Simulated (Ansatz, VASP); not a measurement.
## One calculation of Zr, two programs

The input INCAR:

```
PREC = Accurate
ENCUT = 520
EDIFF = 1E-6
ISMEAR = 0
SIGMA = 0.15
LREAL = F
LASPH = T
NELM = 80
ALGO = Fast
ISIF = 2
LWAVE = F
LCHARG = F
GGA = PE
NBANDS = 19
```

Contents of KPOINTS:

```
regular mesh
0
Gamma
  18 18 10
```

POSCAR

```
Zr
1.0
    3.3289581692      0.0000000000      0.0000000000
   -1.6644790846      2.8829623427      0.0000000000
    0.0000000000      0.0000000000      4.9925900000
Zr
2
Direct
    0.3333333333      0.6666666667      0.2500000000
    0.6666666667      0.3333333333      0.7500000000
```

Input for Ansatz:

```yaml
crystal:
  lattice:
    - [3.3289581692, 0.0, 0.0]
    - [-1.6644790846, 2.8829623427, 0.0]
    - [0.0, 0.0, 4.99259]
  atoms:
    - { symbol: Zr, position: [0.3333333333, 0.6666666667, 0.25] }
    - { symbol: Zr, position: [0.6666666667, 0.3333333333, 0.75] }
basis:
  ecutwfc: 420
kpoints:
  mp_grid: { grid: [18, 18, 10] }
hamiltonian:
  xc: pbe
scf:
  occupations: { method: gaussian, width: 0.15 }
output:
  forces: true
  stress: true
  eigenvalues: true
```

Change from the starting cell: strain +0.030 along x and y, -0.030 along z, atoms carried along.

Alike in both runs: task single point; functional PBE; k mesh 18 × 18 × 10; occupations gaussian, width 0.15 eV; no spin polarisation.

|  | VASP | Ansatz |
| --- | --- | --- |
| version | VASP 6.6.1 | Ansatz 0.2.0 |
| potentials or method | VASP PAW PBE potentials, release 64 (Zr_sv), cutoff 520 eV | scalar-relativistic, plane waves, PAW |
| valence electrons in the cell | 24 | 24 |

|  | VASP | Ansatz | Ansatz less VASP |
| --- | --- | --- | --- |
| gap on the k mesh at the Fermi level (eV) | none | none | - |
| pressure (GPa) | -1.8 | -1.8 | -0.01 |
| traceless stress, the component that is largest in VASP (GPa) | 3.80 | 3.80 | -0.004 |

A gap of «none» marks a metal or a gap that the smearing closes.
